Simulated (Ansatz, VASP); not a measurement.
# One calculation of Sn, two programs

```
Sn
1.0
     4.55816    0.00000    0.00000
     0.00000    4.55816    0.00000
     0.00000    0.00000    4.55816
Sn
3
Direct
  0.50000 0.00000 0.00000
  0.00000 0.50000 0.00000
  0.00000 0.00000 0.50000
```

Alike in both runs: functional PBE; k mesh 4 × 4 × 4; occupations gaussian, width 0.1 eV; no spin polarisation.

Ansatz relaxed the structure, and its values are those at the end. VASP's run is a single point on that final structure, the one shown.

|  | VASP | Ansatz |
| --- | --- | --- |
| version | VASP 6.6.1 | Ansatz 0.2.0 |
| potentials or method | VASP PAW PBE potentials, release 64 (Sn_d), cutoff 500 eV | scalar-relativistic, plane waves, PAW |
| valence electrons in the cell | 42 | 42 |

```tsv
	VASP	Ansatz	Ansatz less VASP
gap on the k mesh at the Fermi level (eV)	none	none	-
pressure (GPa)	-0.3	-0.2	+0.05
```

A gap of «none» marks a metal or a gap that the smearing closes.
